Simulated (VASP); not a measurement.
TiO2:

```
Ti O
1.0
    -0.04051    2.39683    2.39683
     2.39683   -0.04051    2.39683
     2.35632    2.35632    0.00000
Ti O
1 2
Direct
  0.00000 0.00000 0.00000
  0.25189 0.25189 0.24811
  0.74811 0.74811 0.75189
```

This cell differs from its parent crystal: shear xy strain -3.4%.

Base run:

```yaml
Program: VASP 6.6.1
Functional: r2SCAN
Potentials_or_basis: VASP PAW PBE potentials, release 64 (Ti_sv, O)
Cutoff: 520 eV
k_mesh: 10 × 10 × 10
Occupations: gaussian, width 0.01 eV
Spin: no spin polarisation
```

Its results: band gap on the k mesh 1.55 eV, indirect (least direct gap 2.24 eV); pressure 1.7 GPa; largest force 0.010 eV/Å.

**Question.** The run is repeated on the same cell with these changes: functional from r2SCAN to PBE; occupations from gaussian, width 0.01 eV to fermi-dirac, width 0.02 eV. What comes out?

**Answer.** Band gap on the k mesh 1.13 eV, indirect (least direct gap 1.84 eV); pressure 6.9 GPa; largest force 0.029 eV/Å.

Caveats: the PAW data sets were made with another functional, which shifts forces and pressure a little (some runs).

A k mesh can miss the band edges.
